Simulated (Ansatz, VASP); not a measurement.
**SiC in VASP and in Ansatz**

```
Si C
1.0
     3.17917    0.00000    0.00000
    -1.58958    2.75324    0.00000
     0.00000    0.00000    4.79959
Si C
2 2
Direct
  0.33333 0.66667 0.00456
  0.66667 0.33333 0.50456
  0.33333 0.66667 0.33570
  0.66667 0.33333 0.83570
```

Alike in both runs: task single point; functional PBE; k mesh 12 × 12 × 6; occupations gaussian, width 0.05 eV; no spin polarisation.

|  | VASP | Ansatz |
| --- | --- | --- |
| version | VASP 6.6.1 | Ansatz 0.2.0 |
| potentials or method | VASP PAW PBE potentials, release 64 (Si, C), cutoff 520 eV | scalar-relativistic, plane waves, PAW |
| valence electrons in the cell | 16 | 16 |

VASP gave:

| Property | Result |
| --- | --- |
| gap on the k mesh at the Fermi level (eV) | 1.47 |
| least direct gap on the mesh (eV) | 2.92 |
| pressure (GPa) | 19.7 |
| traceless stress, the component that is largest in VASP (GPa) | 77.71 |
| rms of the force components (eV/Å) | 5.456 |

Which values does Ansatz return?

gap on the k mesh at the Fermi level (eV): 1.48; least direct gap on the mesh (eV): 2.93; pressure (GPa): 19.9; traceless stress, the component that is largest in VASP (GPa): 77.79; rms of the force components (eV/Å): 5.469.

Atom by atom the forces differ by 0.013 eV/Å (rms over components).
